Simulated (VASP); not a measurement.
Here is a VASP 6.6.1 calculation.

File INCAR:

```
ALGO = Normal ; EDIFF = 1E-7
EDIFFG = -0.005 ; ENCUT = 600
GGA = PE ; IBRION = 2
ISIF = 3 ; ISMEAR = -1
LASPH = T ; LCHARG = F
LREAL = F ; LWAVE = F
NELM = 80 ; NSW = 60
PREC = Accurate ; PSTRESS = 2500.0
SIGMA = 0.1
```

Contents of KPOINTS:

```
k-points
0
Gamma
  14 14 14
```

File POSCAR:

```
Hf
1.0
    0.0000000000      2.2687069594      2.2687069594
    2.2687069594      0.0000000000      2.2687069594
    2.2687069594      2.2687069594      0.0000000000
Hf
2
Direct
   -0.1250000000     -0.1250000000     -0.1250000000
    0.1250000000      0.1250000000      0.1250000000
```

Potentials or basis: VASP PAW PBE potentials, release 64 (Hf_pv).

Command:

```console
$ cat potpaw_PBE.64/Hf_pv/POTCAR > POTCAR
$ mpirun -np 1 vasp_std > vasp.out
```

Question: Estimate the relaxed volume.

Answer: 12.72 Å³/atom.

Question: Predict the relaxed cell.

Answer: a = 3.301 Å, b = 3.301 Å, c = 3.301 Å, α = 60.00°, β = 60.00°, γ = 60.00°.

Question: Predict the band gap on the k mesh.

Answer: Zero (bands 10 and 11 overlap by 3.07 eV).

Question: Estimate the space group after relaxing (to 0.1 Å).

Answer: Fd-3m (No. 227).

Final structure:
```
Hf
1.0
     0.00000    2.33449    2.33449
     2.33449    0.00000    2.33449
     2.33449    2.33449    0.00000
Hf
2
Direct
  0.87500 0.87500 0.87500
  0.12500 0.12500 0.12500
```

Caveat: the cell is relaxed towards a set pressure, so the run minimises the enthalpy, not the energy; atoms lie so close that the PAW spheres overlap strongly, which falsifies energies and pressures; spin-orbit coupling is left out, which moves the levels of the heavy elements.
